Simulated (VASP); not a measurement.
Crystal: MgS.

```xyz
2
Lattice="0.0000 2.6015 2.6015 2.6015 0.0000 2.6015 2.6015 2.6015 0.0000" Properties=species:S:1:pos:R:3 pbc="T T T"
Mg    0.0000    0.0000    0.0000
S     2.6015    2.6015    2.6015
```

Base run:

```yaml
Program: VASP 6.6.1
Functional: r2SCAN
Potentials_or_basis: VASP PAW PBE potentials, release 64 (Mg, S)
Cutoff: 520 eV
k_mesh: 6 × 6 × 6
Occupations: gaussian, width 0.01 eV
Spin: no spin polarisation
```

Its results: band gap on the k mesh 3.43 eV (least direct gap 4.62 eV); pressure -0.4 GPa.

The run is repeated on the same cell with these changes: functional from r2SCAN to PBE; k mesh from 6 × 6 × 6 to 8 × 8 × 8. What comes out?

Band gap on the k mesh 2.78 eV (least direct gap 3.71 eV); pressure 0.9 GPa.

Several settings changed at once.

Caveats: the PAW data sets were made with another functional, which shifts forces and pressure a little (at least some runs).

A k mesh can miss the band edges.
